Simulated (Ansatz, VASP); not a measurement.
# Two plane-wave programs on Mg3O2

```
Mg O
1.0
    -1.50996    1.50996    6.64037
     1.50996   -1.50996    6.64037
     1.50996    1.50996   -6.64037
Mg O
3 2
Direct
  0.66902 0.66902 0.00000
  0.33098 0.33098 0.00000
  0.00000 0.00000 0.00000
  0.82987 0.82987 0.00000
  0.17013 0.17013 0.00000
```

Alike in both runs: functional PBE; k mesh 7 × 7 × 7; occupations gaussian, width 0.2 eV; no spin polarisation.

Ansatz relaxed the structure, and its values are those at the end. VASP's run is a single point on that final structure, the one shown.

```csv
,VASP,Ansatz
version,VASP 6.6.1,Ansatz 0.2.0
potentials or method,"VASP PAW PBE potentials, release 64 (Mg, O), cutoff 520 eV","scalar-relativistic, plane waves, PAW"
valence electrons in the cell,18,42
```

```tsv
	VASP	Ansatz	Ansatz less VASP
gap on the k mesh at the Fermi level (eV)	none	none	-
pressure (GPa)	-0.7	-0.2	+0.54
rms of the force components (eV/Å)	0.031	0.026	-0.0052
```

A gap of «none» marks a metal or a gap that the smearing closes. VASP's potentials hold 18 valence electrons a cell and Ansatz's 42, so a difference there can come from the potentials and not from the codes.

The k mesh is coarse, so the values compare programs but aren't converged.
